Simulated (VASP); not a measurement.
Write the native input for VASP 6.6.1 that does the following.

```
Task                   : single point
Functional             : PBE
Potentials or basis    : VASP PAW PBE potentials, release 64 (Co)
Cutoff                 : 520 eV
k mesh                 : 19 × 19 × 10
Occupations            : fermi-dirac, width 0.05 eV
Spin                   : collinear spin, ferromagnetic start
Starting moments       : [2.0, 2.0] μB
Dipole correction      : no
Further INCAR settings : ALGO = Normal; EDIFF = 1e-06; NBANDS = 20
```

The structure of Co lies in POSCAR:

```
Co
1.0
    2.5684055861      0.0000000000      0.0000000000
   -1.2842027931      2.2243044849      0.0000000000
    0.0000000000      0.0000000000      4.1712360565
Co
2
Direct
    0.3333333333      0.6666666667      0.2500000000
    0.6666666667      0.3333333333      0.7500000000
```

This cell differs from its parent crystal: volume scaled by 1.06.

These files were run (other wordings do the same):

INCAR

```
SYSTEM = Co
ALGO = Normal
EDIFF = 1E-6
ENCUT = 520
GGA = PE
ISIF = 2
ISMEAR = -1
ISPIN = 2
LASPH = .TRUE.
LCHARG = .FALSE.
LMAXMIX = 4
LORBIT = 11
LREAL = .FALSE.
LWAVE = .FALSE.
MAGMOM = 2 2
NBANDS = 20
NELM = 150
PREC = Accurate
SIGMA = 0.05
```

KPOINTS

```
k-points
0
G
  19 19 10
  0 0 0
```

Potentials or basis: VASP PAW PBE potentials, release 64 (Co).

Run with:

```bash
$ cat potpaw_PBE.64/Co/POTCAR > POTCAR
$ mpirun -np 1 vasp_std > vasp.out
```

Results of the run:

* Pressure: -16.1 GPa
* Net moment: 3.35 μB per cell
* Site moments: Co +1.72 μB
* Valence electrons inside the program's atomic spheres: Co 8.11

It took 76 s on 1 thread of Intel(R) Xeon(R) 6975P-C (Granite Rapids), with other jobs on the host, peak memory 0.27 GiB.
